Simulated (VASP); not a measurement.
# Li (P1) in VASP: relaxation of cell and atoms with PBE

Aim: the relaxation of cell and atoms of Li with PBE.

All numbers are computed with VASP 6.6.1; they aren't measurements. Logs are shortened: lines on timing, memory, paths and dates and some standing lists are left out, and cuts for length are marked.

**1. The cell of the first run**

The typed cell holds 8 atoms: a = 3.065 Å, b = 5.382 Å, c = 10.054 Å, α = 90.44°, β = 89.39°, γ = 88.95°.

**2. Relaxation of cell and atoms, PBE**

The input, INCAR:

```
PREC = Accurate ; ENCUT = 600
EDIFF = 1E-7 ; ISMEAR = 0
SIGMA = 0.2 ; LREAL = False
LASPH = True ; NELM = 80
ALGO = Fast ; ISIF = 3
LWAVE = False ; LCHARG = False
GGA = PE ; IBRION = 2
NSW = 80 ; EDIFFG = -0.025
```

The input, KPOINTS:

```
regular mesh
0
Gamma
  8 4 2
```

The input, POSCAR:

```
Li
1.0
    0.0164784346      3.0646728134      0.0286406577
   -0.0204403487      0.0488242207      5.3822197442
   10.0539518619      0.0533699489     -0.0388344179
Li
8
Direct
    0.3163389616      0.5826746527      0.2408215413
    0.7725339996      0.0869596612      0.2666640903
    0.2064924449      0.9138208040      0.7400599787
    0.7331929488      0.4240517693      0.7468430806
    0.7397952784      0.7819534934     -0.0061095197
    0.2834187628      0.2050116622      0.5075658388
    0.7361914511      0.7532945428      0.5066153397
    0.2120361529      0.2522334145      0.9975396501
```

Potentials or basis: VASP PAW PBE potentials, release 64 (Li_sv).

Launch:

```console
$ cat potpaw_PBE.64/Li_sv/POTCAR > POTCAR
$ mpirun -np 1 vasp_std > vasp.out
```

OUTCAR:

```text
PREC = Accurate
   ENCUT = 600
   EDIFF = 1E-7
   ISMEAR = 0
   LREAL = False
   LASPH = True
   NELM = 80
   ISIF = 3
   GGA = PE
   IBRION = 2
   NSW = 80
   EDIFFG = -0.025

 ion  position               nearest neighbor table
   1  0.316  0.583  0.241-
   2  0.773  0.087  0.267-
   3  0.206  0.914  0.740-
   4  0.733  0.424  0.747-
   5  0.740  0.782  0.994-
   6  0.283  0.205  0.508-
   7  0.736  0.753  0.507-
   8  0.212  0.252  0.998-

  LATTYP: Found a triclinic cell.
 ALAT       =     3.0648509392
 B/A-ratio  =     3.8602131762
 C/A-ratio  =     1.7561963405
 COS(alpha) =     0.0030617397
 COS(beta)  =     0.0183944334
 COS(gamma) =     0.5271552166

  Lattice vectors:

 A1 = (  -0.0164784346,  -3.0646728134,  -0.0286406577)
 A2 = ( -10.0869087311,  -6.1827155757,  -0.0184468975)
 A3 = (   0.0204403487,  -0.0488242207,  -5.3822197442)

Analysis of symmetry for initial positions (statically):
=====================================================================
 Subroutine PRICEL returns:
 Original cell was already a primitive cell.

 Routine SETGRP: Setting up the symmetry group for a
 triclinic supercell.

 Subroutine GETGRP returns: Found  1 space group operations
 (whereof  1 operations were pure point group operations)
 out of a pool of  2 trial point group operations.

The static configuration has the point symmetry C_1 .

Analysis of symmetry for dynamics (positions and initial velocities):
=====================================================================
 Subroutine PRICEL returns:
 Original cell was already a primitive cell.

 Routine SETGRP: Setting up the symmetry group for a
 triclinic supercell.

 Subroutine GETGRP returns: Found  1 space group operations
 (whereof  1 operations were pure point group operations)
 out of a pool of  2 trial point group operations.

The dynamic configuration has the point symmetry C_1 .

 Subroutine INISYM returns: Found  1 space group operations
 (whereof  1 operations are pure point group operations),
 and found     1 'primitive' translations

----------------------------------------------------------------------------------------

                                     Primitive cell

  volume of cell :     165.8161

[... 122 lines left out ...]
  Fermi-wavevector in a.u.,A,eV,Ry     =   0.859547  1.624309 10.052275  0.738821
  Thomas-Fermi vector in A             =   1.976918
   LORBIT       =      0    0 simple, 1 ext, 2 COOP (PROOUT), +10 PAW based schemes
   GGA     = PE    functional components
   LHFCALC =     F    Hartree Fock is set to
   AEXX    =    0.0000 exact exchange contribution
   IVDW    =     0    specifies the selected vdW correction
   LEPSILON=     F    determine dielectric tensor
   LRPA    =     F    only Hartree local field effects (RPA)
 conjugate gradient relaxation of ions
 non-spin polarized calculation
 RMM-DIIS sequential band-by-band and
 Gauss-broadening in eV      SIGMA  =   0.20
  energy-cutoff  :      600.00
  volume of cell :      165.82
 maximum number of plane-waves:      5564
   NGX = 13   NGY = 21   NGZ = 41

--------------------------------------- Ionic step        1  -------------------------------------------

 number of electron      23.9999998 magnetization

 Free energy of the ion-electron system (eV)
  ---------------------------------------------------
  ext. energy  EPLUGINS =         0.00000000
  ---------------------------------------------------
  free energy    TOTEN  =       -15.17382826 eV

  energy without entropy =      -15.09201274  energy(sigma->0) =      -15.13292050

------------------------ aborting loop because EDIFF is reached ----------------------------------------

  FORCE on cell =-STRESS in cart. coord.  units (eV):
  Direction    XX          YY          ZZ          XY          YZ          ZX
  --------------------------------------------------------------------------------------
  -------------------------------------------------------------------------------------
  Total       -0.2311254      0.0283119     -0.5560842     -0.0628643     -0.0222426     -0.0831214
  in kB       -2.2332206      0.2735607     -5.3730951     -0.6074189     -0.2149167     -0.8031507
  external PRESSURE =      -2.4442517 kB  Pullay stress =       0.0000000 kB
[... 107 lines left out ...]
  FREE ENERGIE OF THE ION-ELECTRON SYSTEM (eV)
  ---------------------------------------------------
  free  energy   TOTEN  =       -15.2494713103 eV

  energy  without entropy=      -15.1683653522  energy(sigma->0) =      -15.20891833

[... ionic steps 4 to 13 ...]

--------------------------------------- Ionic step       14  -------------------------------------------

 number of electron      24.0000029 magnetization

------------------------ aborting loop because EDIFF is reached ----------------------------------------
[... 79 lines left out ...]
--------------------------------------- Ionic step       16  -------------------------------------------

 number of electron      24.0000011 magnetization

 Free energy of the ion-electron system (eV)
  ---------------------------------------------------
  ext. energy  EPLUGINS =         0.00000000
  ---------------------------------------------------
  free energy    TOTEN  =       -15.31267163 eV

  energy without entropy =      -15.25887381  energy(sigma->0) =      -15.28577272

 E-fermi :   0.6327     XC(G=0):  -7.0789

 val. band max:        0.6302384307   @ k =   0.5000   0.5000   0.5000
 cond. band min:       0.6511935943   @ k =   0.5000   0.5000   0.5000
 fundamental gap:      0.0209551636
 Fermi energy:         0.6326822810

 k-point     1 :       0.0000    0.0000    0.0000
  band No.  band energies     occupation
      1     -45.8456      2.00000
      2     -45.8355      2.00000
      3     -45.8341      2.00000
      4     -45.8269      2.00000
      5     -45.8237      2.00000
      6     -45.8210      2.00000
[... 457 lines left out ...]
      4     -45.8283      2.00000
      5     -45.8237      2.00000
      6     -45.8228      2.00000
[... 9 lines left out ...]
     16       2.3726      0.00000
     17       4.6690      0.00000

 [... further k-points ...]

------------------------ aborting loop because EDIFF is reached ----------------------------------------

  FORCE on cell =-STRESS in cart. coord.  units (eV):
  Direction    XX          YY          ZZ          XY          YZ          ZX
  --------------------------------------------------------------------------------------
  -------------------------------------------------------------------------------------
  Total        0.0337338      0.0598759      0.0542666     -0.0103285     -0.0060705      0.0393247
  in kB        0.3380314      0.5999899      0.5437809     -0.1034970     -0.0608301      0.3940555
  external PRESSURE =       0.4939341 kB  Pullay stress =       0.0000000 kB
[... 23 lines left out ...]
  FREE ENERGIE OF THE ION-ELECTRON SYSTEM (eV)
  ---------------------------------------------------
  free  energy   TOTEN  =       -15.3126716323 eV

  energy  without entropy=      -15.2588738112  energy(sigma->0) =      -15.28577272

 reached required accuracy - stopping structural energy minimisation
```

It took 66 min on 1 thread of Intel Xeon Platinum 8375C at 2.90GHz (Ice Lake), shared host; peak memory 0.35 GiB.

Results:

* Free energy: -15.3127 eV
* Relaxed volume: 19.99 Å³/atom
* Relaxed cell: a = 3.109 Å, b = 5.154 Å, c = 10.028 Å, α = 95.63°, β = 89.55°, γ = 89.45°
* Space group after relaxing (to 0.1 Å): P-1 (No. 2)
* Energy gained by relaxing: 17.4 meV/atom
* Ionic steps: 16
* Pressure after relaxing: 0.0 GPa
* Largest force after relaxing: 0.024 eV/Å
* Band gap on the k mesh: zero (bands 12 and 13 overlap by 2.11 eV)

Forces on the atoms (eV/Å):
```
Li  -0.006 -0.001  0.020
Li  -0.002 -0.011  0.015
Li  -0.002  0.001 -0.013
Li   0.008  0.016 -0.017
Li   0.002  0.010  0.004
Li  -0.001 -0.001  0.001
Li  -0.004 -0.010  0.003
Li   0.005 -0.004 -0.013
```

Step by step:
```csv
step,energy change (eV),largest force (eV/Å),pressure (GPa),volume (Å³)
1,0.0000,0.3859,-0.24,165.82
2,-0.0227,0.3440,-0.22,165.06
3,-0.0756,0.2202,-0.12,162.79
4,-0.1093,0.1131,0.21,158.29
5,-0.1107,0.0867,0.14,159.06
6,-0.1161,0.0701,0.06,159.93
7,-0.1236,0.0508,-0.15,162.30
8,-0.1238,0.0490,-0.19,162.77
9,-0.1276,0.0365,-0.06,161.12
10,-0.1288,0.0463,0.09,159.38
11,-0.1314,0.0379,0.06,159.72
12,-0.1336,0.0660,-0.01,160.60
13,-0.1338,0.0554,0.00,160.40
14,-0.1366,0.0314,-0.03,160.79
15,-0.1375,0.0266,-0.05,161.13
16,-0.1388,0.0242,0.05,159.89
```

Final structure:
```cif
data_structure
_symmetry_space_group_name_H-M 'P 1'
_symmetry_Int_Tables_number 1
_cell_length_a 3.1091
_cell_length_b 5.1538
_cell_length_c 10.0276
_cell_angle_alpha 95.629
_cell_angle_beta 89.550
_cell_angle_gamma 89.448
_cell_volume 159.89
loop_
_atom_site_label
_atom_site_type_symbol
_atom_site_fract_x
_atom_site_fract_y
_atom_site_fract_z
_atom_site_occupancy
Li1 Li 0.27191 0.59033 0.25123 1
Li2 Li 0.77504 0.09046 0.24987 1
Li3 Li 0.23140 0.91086 0.75044 1
Li4 Li 0.72767 0.41082 0.74876 1
Li5 Li 0.73723 0.75463 0.99977 1
Li6 Li 0.25637 0.24272 0.49967 1
Li7 Li 0.75888 0.74343 0.50095 1
Li8 Li 0.24149 0.25674 0.99931 1
```

Levels at points of the mesh, in eV from the Fermi level:
```tsv
k point	band 10	band 11	band 12	band 13	band 14	band 15
(0.00, 0.00, 0.00)	-2.44	-2.44	-0.02	0.11	0.75	0.83
(0.50, 0.00, 0.00)	-0.64	0.40	0.41	0.46	0.48	3.31
(0.00, 0.50, 0.00)	-2.49	-1.57	-1.57	-1.14	-1.14	1.28
(0.50, 0.50, 0.00)	-0.06	0.39	0.50	0.55	0.66	1.11
(0.00, 0.00, 0.50)	-3.26	-1.11	-1.11	0.14	0.58	1.07
(0.50, 0.00, 0.50)	-0.38	-0.37	-0.36	1.71	1.73	1.84
(0.00, 0.50, 0.50)	-2.32	-2.09	-2.09	-0.26	-0.25	0.33
(0.50, 0.50, 0.50)	0.02	0.19	0.21	0.73	0.93	1.01
```

Caveat: the cutoff is under 1.25 times the usual one of these potentials, so pressure, stress and relaxed cells hold a basis-set (Pulay) error.

The gap in the log of VASP goes by the Fermi energy; the results here count the filled bands.